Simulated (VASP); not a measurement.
# HfRh3 (Pm-3m) in VASP: a series of runs

Runs on HfRh3. Level: LDA. Tasks: single point, relaxation of cell and atoms.

Program: VASP 6.6.1. These are calculated values, not measurements. Logs are shortened: lines on timing, memory, paths and dates and some standing lists are left out, and cuts for length are marked.

## 1. The cell of the first run

Symmetry: Pm-3m, No. 221, cubic system. Conventional cell: a = 3.864 Å, b = 3.864 Å, c = 3.864 Å, α = 90.00°, β = 90.00°, γ = 90.00°. Within 3.6 Å of Hf (site symmetry m-3m) lie 12 Rh at 2.73 Å. Within 3.6 Å of Rh (site symmetry 4/mmm) lie 4 Hf at 2.73 Å and 8 Rh at 2.73 Å.

## 2. Single point, LDA

Contents of INCAR:

```
PREC = Accurate
ENCUT = 520
EDIFF = 1E-6
ISMEAR = -1
SIGMA = 0.05
LREAL = F
LASPH = T
NELM = 60
ALGO = Normal
ISIF = 2
LWAVE = F
LCHARG = F
NBANDS = 36
```

Contents of KPOINTS:

```
regular mesh
0
Gamma
  5 5 5
```

Contents of POSCAR:

```
HfRh3
1.0
    3.8640039820      0.0000000000      0.0000000000
    0.0000000000      3.8640039820      0.0000000000
    0.0000000000      0.0000000000      3.8640039820
Hf Rh
1 3
Direct
    0.0000000000      0.0000000000      0.0000000000
    0.0000000000      0.5000000000      0.5000000000
    0.5000000000      0.0000000000      0.5000000000
    0.5000000000      0.5000000000      0.0000000000
```

Potentials or basis: VASP PAW LDA potentials, release 64 (Hf_pv, Rh_pv).

Launch:

```sh
cat potpaw_LDA.64/Hf_pv/POTCAR potpaw_LDA.64/Rh_pv/POTCAR > POTCAR
mpirun -np 1 vasp_std > vasp.out
```

OUTCAR:

```text
PREC = Accurate
   ENCUT = 520
   EDIFF = 1E-6
   ISMEAR = -1
   LREAL = F
   LASPH = T
   NELM = 60
   ISIF = 2

 ion  position               nearest neighbor table
   1  0.000  0.000  0.000-   2 2.73   3 2.73   4 2.73   2 2.73   3 2.73   2 2.73   4 2.73   2 2.73
                             3 2.73   4 2.73   3 2.73   4 2.73
   2  0.000  0.500  0.500-   1 2.73   3 2.73   4 2.73   1 2.73   4 2.73   1 2.73   3 2.73   1 2.73
                             3 2.73   4 2.73   4 2.73   3 2.73
   3  0.500  0.000  0.500-   1 2.73   2 2.73   4 2.73   1 2.73   4 2.73   2 2.73   4 2.73   4 2.73
                             1 2.73   2 2.73   1 2.73   2 2.73
   4  0.500  0.500  0.000-   1 2.73   2 2.73   3 2.73   2 2.73   3 2.73   1 2.73   3 2.73   3 2.73
                             1 2.73   2 2.73   2 2.73   1 2.73

  LATTYP: Found a simple cubic cell.
 ALAT       =     3.8640039820

  Lattice vectors:

 A1 = (   3.8640039820,   0.0000000000,   0.0000000000)
 A2 = (   0.0000000000,   3.8640039820,   0.0000000000)
 A3 = (   0.0000000000,   0.0000000000,   3.8640039820)

Analysis of symmetry for initial positions (statically):
=====================================================================
 Subroutine PRICEL returns:
 Original cell was already a primitive cell.

 Routine SETGRP: Setting up the symmetry group for a
 simple cubic supercell.

 Subroutine GETGRP returns: Found 48 space group operations
[... 9 lines left out ...]

 Routine SETGRP: Setting up the symmetry group for a
 simple cubic supercell.

 Subroutine GETGRP returns: Found 48 space group operations
[... 11 lines left out ...]
                                     Primitive cell

  volume of cell :      57.6916

  direct lattice vectors                    reciprocal lattice vectors
     3.864003982  0.000000000  0.000000000     0.258798905  0.000000000  0.000000000
     0.000000000  3.864003982  0.000000000     0.000000000  0.258798905  0.000000000
     0.000000000  0.000000000  3.864003982     0.000000000  0.000000000  0.258798905

  length of vectors
     3.864003982  3.864003982  3.864003982     0.258798905  0.258798905  0.258798905

  position of ions in fractional coordinates (direct lattice)
     0.000000000  0.000000000  0.000000000
     0.000000000  0.500000000  0.500000000
     0.500000000  0.000000000  0.500000000
     0.500000000  0.500000000  0.000000000

  ion indices of the primitive-cell ions
   primitive index   ion index
                 1           1
                 2           2
[... 55 lines left out ...]
   LSORBIT =      F    spin-orbit coupling
   LASPH  =      T    aspherical Exc in radial PAW
   ENCUT  =  520.0 eV  38.22 Ry    6.18 a.u.   7.18  7.18  7.18*2*pi/ulx,y,z
   NELM   =     60;   NELMIN=  2; NELMDL= -5     # of ELM steps
   EDIFF  = 0.1E-05   stopping-criterion for ELM
   LREAL  =      F    real-space projection
   EDIFFG = 0.1E-04   stopping-criterion for IOM
   NSW    =      0    number of steps for IOM
   IBRION =     -1    ionic relax: 0-MD 1-quasi-New 2-CG
   NFREE  =      0    steps in history (QN), initial steepest desc. (CG)
   ISIF   =      2    stress and relaxation
   ISYM   =      2    0-nonsym 1-usesym 2-fastsym
   POTIM  = 0.5000    time-step for ionic-motion
   TEBEG  =    0.0;   TEEND  =   0.0 temperature during run
   PSTRESS=    0.0 pullay stress
   NELECT =      55.0000    total number of electrons
   NUPDOWN=      -1.0000    fix difference up-down
   EMIN   =  10.00;   EMAX   =-10.00  energy-range for DOS
   EFERMI =   0.00;   METHOD = LEGACY
   ISMEAR =    -1;   SIGMA  =   0.05  broadening in eV -4-tet -1-fermi 0-gaus
   EFERMI_NEDOS =   21; number of points for ismear=-14 and -15
   IALGO  =     38    algorithm
   IMIX   =      4    mixing-type and parameters
     AMIX     =   0.40;   BMIX     =  1.00
     AMIX_MAG =   1.60;   BMIX_MAG =  1.00
  volume/ion in A,a.u.               =      14.42        97.33
  Fermi-wavevector in a.u.,A,eV,Ry     =   1.611232  3.044788 35.321671  2.596070
  Thomas-Fermi vector in A             =   2.706655
   LORBIT       =      0    0 simple, 1 ext, 2 COOP (PROOUT), +10 PAW based schemes
   GGA     = CA    functional components
   LHFCALC =     F    Hartree Fock is set to
   AEXX    =    0.0000 exact exchange contribution
   IVDW    =     0    specifies the selected vdW correction
   LEPSILON=     F    determine dielectric tensor
   LRPA    =     F    only Hartree local field effects (RPA)
 non-spin polarized calculation
  energy-cutoff  :      520.00
  volume of cell :       57.69
 maximum number of plane-waves:      1562
 NGX is ok and might be reduce to    30
   NGX = 15   NGY = 15   NGZ = 15

 number of electron      55.0000042 magnetization

 Free energy of the ion-electron system (eV)
  ---------------------------------------------------
  ext. energy  EPLUGINS =         0.00000000
  ---------------------------------------------------
  free energy    TOTEN  =       -39.85709646 eV

  energy without entropy =      -39.82290899  energy(sigma->0) =      -39.84000273

 E-fermi :  10.0130     XC(G=0): -13.9441

 val. band max:       10.0111446543   @ k =   0.2000   0.0000   0.0000
 cond. band min:      10.0716712091   @ k =   0.4000   0.0000   0.0000
 fundamental gap:      0.0605265548
 Fermi energy:        10.0130011502

 k-point     1 :       0.0000    0.0000    0.0000
  band No.  band energies     occupation
      1     -36.1672      2.00000
      2     -36.1672      2.00000
      3     -36.1672      2.00000
      4     -35.9324      2.00000
      5     -35.9324      2.00000
      6     -35.9324      2.00000
[... 379 lines left out ...]
     35      15.9177      0.00000
     36      15.9177      0.00000

------------------------ aborting loop because EDIFF is reached ----------------------------------------

  FORCE on cell =-STRESS in cart. coord.  units (eV):
  Direction    XX          YY          ZZ          XY          YZ          ZX
  --------------------------------------------------------------------------------------
  -------------------------------------------------------------------------------------
  Total       -0.0658108     -0.0658108     -0.0658108      0.0000000      0.0000000     -0.0000000
  in kB       -1.8276598     -1.8276598     -1.8276598      0.0000000      0.0000000     -0.0000000
  external PRESSURE =      -1.8276598 kB  Pullay stress =       0.0000000 kB

 VOLUME and BASIS-vectors are now :
 -----------------------------------------------------------------------------
  energy-cutoff  :      520.00
  volume of cell :       57.69
      direct lattice vectors                 reciprocal lattice vectors
     3.864003982  0.000000000  0.000000000     0.258798905  0.000000000  0.000000000
     0.000000000  3.864003982  0.000000000     0.000000000  0.258798905  0.000000000
     0.000000000  0.000000000  3.864003982     0.000000000  0.000000000  0.258798905

 POSITION                                       TOTAL-FORCE (eV/Angst)
 -----------------------------------------------------------------------------------
      0.00000      0.00000      0.00000         0.000000      0.000000      0.000000
      0.00000      1.93200      1.93200         0.000000      0.000000      0.000000
      1.93200      0.00000      1.93200         0.000000      0.000000      0.000000
      1.93200      1.93200      0.00000         0.000000      0.000000      0.000000
 -----------------------------------------------------------------------------------
    total drift:                                0.000000      0.000000     -0.000000

  FREE ENERGIE OF THE ION-ELECTRON SYSTEM (eV)
  ---------------------------------------------------
  free  energy   TOTEN  =       -39.8570964618 eV

  energy  without entropy=      -39.8229089950  energy(sigma->0) =      -39.84000273
```

OSZICAR:

```text
N       E                     dE             d eps       ncg     rms          rms(c)
DAV:   1     0.612464498589E+03    0.61246E+03   -0.32573E+04   720   0.169E+03
DAV:   2    -0.180998722580E+02   -0.63056E+03   -0.61587E+03   736   0.529E+02
DAV:   3    -0.414826989493E+02   -0.23383E+02   -0.22702E+02   792   0.103E+02
DAV:   4    -0.418060809837E+02   -0.32338E+00   -0.32234E+00   772   0.118E+01
DAV:   5    -0.418101777268E+02   -0.40967E-02   -0.40961E-02   772   0.138E+00    0.676E+01
DAV:   6    -0.402446198581E+02    0.15656E+01   -0.61462E+00   748   0.173E+01    0.321E+01
DAV:   7    -0.401283868381E+02    0.11623E+00   -0.23963E+00   740   0.854E+00    0.185E+01
DAV:   8    -0.398661262472E+02    0.26226E+00   -0.11836E+00   788   0.699E+00    0.339E+00
DAV:   9    -0.398575314786E+02    0.85948E-02   -0.64307E-02   764   0.180E+00    0.222E+00
DAV:  10    -0.398571046767E+02    0.42680E-03   -0.13282E-03   756   0.232E-01    0.214E-01
DAV:  11    -0.398570974572E+02    0.72194E-05   -0.71974E-05   772   0.510E-02    0.315E-02
DAV:  12    -0.398570964346E+02    0.10226E-05   -0.96375E-06   688   0.170E-02    0.720E-03
DAV:  13    -0.398570964618E+02   -0.27193E-07   -0.10083E-06   440   0.717E-03
   1 F= -.39857096E+02 E0= -.39840003E+02  d E =-.341875E-01
```

stdout:

```text
POSCAR found type information on POSCAR HfRh
 POSCAR found :  2 types and       4 ions
 scaLAPACK will be used
 LDA part: xc-table for (Slater(with rela. corr.)+CA(PZ))
 , standard interpolation
 POSCAR, INCAR and KPOINTS ok, starting setup
 FFT: planning ... GRIDC
 FFT: planning ... GRID_SOFT
 FFT: planning ... GRID
 WAVECAR not read
 entering main loop
```

Run time: 9.6 s. Hardware: 1 thread of Intel Xeon 6975P-C (Granite Rapids), shared host; peak memory 0.15 GiB.

Results:

| Quantity | Value |
| --- | --- |
| Free energy | -39.8571 eV |
| Pressure | -0.2 GPa |

Caveat: spin-orbit coupling is left out, which moves the levels of the heavy elements.

## 3. Single point, LDA

Contents of INCAR:

```
PREC = Accurate ; ENCUT = 520
EDIFF = 1E-6 ; ISMEAR = -1
SIGMA = 0.05 ; LREAL = F
LASPH = T ; NELM = 80
ALGO = Normal ; ISIF = 2
LWAVE = F ; LCHARG = F
GGA = CA ; NBANDS = 36
```

Contents of KPOINTS:

```
Automatic mesh
0
Gamma
  5 5 5
```

POSCAR is that of step 2.

Potentials or basis: VASP PAW LDA potentials, release 64 (Hf_pv, Rh_pv).

Launch:

```sh
cat potpaw_LDA.64/Hf_pv/POTCAR potpaw_LDA.64/Rh_pv/POTCAR > POTCAR
mpirun -np 1 vasp_std > vasp.out
```

It took 9.4 s on 1 thread of Intel Xeon 6975P-C (Granite Rapids), shared host; peak memory 0.15 GiB.

Results (log left out):

* Free energy: -39.8571 eV
* Pressure: -0.2 GPa

Levels at points of the mesh, in eV from the Fermi level:
| k point | band 24 | band 25 | band 26 | band 27 | band 28 | band 29 | band 30 | band 31 |
| --- | --- | --- | --- | --- | --- | --- | --- | --- |
| (0.00, 0.00, 0.00) | -0.18 | 0.72 | 1.24 | 1.24 | 1.24 | 3.93 | 3.93 | 3.93 |

Caveat: spin-orbit coupling is left out, which moves the levels of the heavy elements.

## 4. Relaxation of cell and atoms, LDA

Contents of INCAR:

```
SYSTEM = HfRh3
PREC = Accurate ; ENCUT = 600
EDIFF = 1E-6 ; ISMEAR = -1
SIGMA = 0.05 ; LREAL = .False.
LASPH = .True. ; NELM = 100
ALGO = Normal ; ISIF = 3
LWAVE = .False. ; LCHARG = .False.
GGA = CA ; IBRION = 2
NSW = 80 ; EDIFFG = -0.02
```

Contents of KPOINTS:

```
Automatic mesh
0
Gamma
  5 5 5
  0 0 0
```

POSCAR is that of step 3.

Launch:

```sh
cat potpaw_LDA.64/Hf_pv/POTCAR potpaw_LDA.64/Rh_pv/POTCAR > POTCAR
mpirun -np 1 vasp_std > vasp.out
```

It took 18 s on 1 thread of Intel Xeon 6975P-C (Granite Rapids), shared host; peak memory 0.17 GiB.

It converged, with:

- Free energy: -39.8572 eV
- Relaxed volume: 14.41 Å³/atom
- Relaxed cell: a = 3.863 Å, b = 3.863 Å, c = 3.863 Å, α = 90.00°, β = 90.00°, γ = 90.00°
- Space group after relaxing (to 0.05 Å): Pm-3m (No. 221)
- Energy gained by relaxing: 0.0 meV/atom
- Ionic steps: 3
- Pressure after relaxing: 0.0 GPa

Final structure:
```
Hf Rh
1.0
     3.86281    0.00000    0.00000
     0.00000    3.86281    0.00000
     0.00000    0.00000    3.86281
Hf Rh
1 3
Direct
  0.00000 0.00000 0.00000
  0.00000 0.50000 0.50000
  0.50000 0.00000 0.50000
  0.50000 0.50000 0.00000
```

Levels at points of the mesh, in eV from the Fermi level:
```
           k point  band 25  band 26  band 27  band 28  band 29  band 30
(0.00, 0.00, 0.00)     0.72     1.25     1.25     1.25     3.94     3.94
```

Caveat: spin-orbit coupling is left out, which moves the levels of the heavy elements.

(Part 1 of 2 ends here.)
